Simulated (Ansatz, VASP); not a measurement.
Cs3Rh in VASP and in Ansatz

```xyz
4
Lattice="5.6145 0.0000 0.0000 0.0000 5.6145 0.0000 0.0000 0.0000 5.6153" Properties=species:S:1:pos:R:3 pbc="T T T"
Cs    0.0000    2.8072    2.8077
Cs    2.8072    0.0000    2.8077
Cs    2.8072    2.8072    0.0000
Rh    0.0000    0.0000    0.0000
```

Alike in both runs: functional PBE; k mesh 8 × 8 × 8; occupations gaussian, width 0.1 eV; no spin polarisation.

Ansatz relaxed the structure, and its values are those at the end. VASP's run is a single point on that final structure, the one shown.

|  | VASP | Ansatz |
| --- | --- | --- |
| version | VASP 6.6.1 | Ansatz 0.2.0 |
| potentials or method | VASP PAW PBE potentials, release 64 (Cs_sv, Rh_pv), cutoff 520 eV | scalar-relativistic, plane waves, PAW |
| valence electrons in the cell | 42 | 44 |

VASP gave:

```
gap on the k mesh at the Fermi level (eV) : none
pressure (GPa)                            : 0.1
```

Task: Estimate Ansatz's values.

Result: gap on the k mesh at the Fermi level (eV): none; pressure (GPa): 0.0.

A gap of «none» marks a metal or a gap that the smearing closes. With one functional, cell and mesh, what is left measures potentials, basis and numerics. VASP's potentials hold 42 valence electrons a cell and Ansatz's 44, so a difference there can come from the potentials and not from the codes.

Neither program's run includes spin-orbit coupling.
